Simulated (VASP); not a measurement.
Sb4P: single point with PBE

The system is Sb4P.

```
Sb P
1.0
    -2.50244    2.50244    4.89983
     2.50244   -2.50244    4.89983
     2.50244    2.50244   -4.89983
Sb P
4 1
Direct
  0.23700 0.23700 0.00000
  0.76300 0.76300 0.00000
  0.50000 0.00000 0.50000
  0.00000 0.50000 0.50000
  0.00000 0.00000 0.00000
```

- Program: VASP 6.6.1
- Task: single point
- Functional: PBE
- Potentials or basis: VASP PAW PBE potentials, release 64 (Sb, P)
- Cutoff: 520 eV
- k mesh: 6 × 6 × 6
- Occupations: gaussian, width 0.1 eV
- Spin: no spin polarisation
- Dipole correction: no
- Further INCAR settings: ALGO = Normal; EDIFF = 1e-06; NBANDS = 20

```yaml
Pressure: 14.8 GPa
Largest_force: 4.029 eV/Å
```

Forces in eV/Å, atoms in the order of the input:
```
Sb   0.000  0.000  4.029
Sb   0.000  0.000 -4.029
Sb   0.000  0.000  0.000
Sb   0.000  0.000  0.000
P    0.000  0.000  0.000
```

Stress tensor (GPa, compression positive):
```
13.24  0.00  0.00
 0.00 13.24  0.00
 0.00  0.00 18.05
```

Levels at points of the mesh, in eV from the Fermi level:
| k point | band 8 | band 9 | band 10 | band 11 | band 12 | band 13 | band 14 | band 15 | band 16 | band 17 |
| --- | --- | --- | --- | --- | --- | --- | --- | --- | --- | --- |
| (0.00, 0.00, 0.00) | -5.18 | -3.08 | -3.08 | -1.40 | -0.57 | -0.57 | 1.48 | 1.80 | 3.06 | 3.27 |
| (0.50, 0.00, 0.00) | -2.75 | -2.62 | -2.10 | -0.65 | -0.43 | -0.39 | 0.10 | 0.12 | 0.54 | 2.45 |
| (0.50, 0.50, 0.00) | -3.82 | -2.47 | -1.87 | -0.35 | 0.07 | 0.09 | 0.82 | 2.51 | 2.73 | 2.83 |
| (0.50, 0.50, 0.50) | -4.09 | -1.65 | -1.65 | -0.02 | 0.12 | 0.20 | 0.71 | 0.71 | 0.77 | 0.77 |

Run time: 42 s on 1 thread of Intel(R) Xeon(R) 6975P-C (Granite Rapids), on a shared host, peak memory 0.33 GiB.

Caveat: spin-orbit coupling is left out, which moves the levels of the heavy elements; forces of over 1 eV/Å act on the atoms, so gaps and moduli don't describe the material at rest.
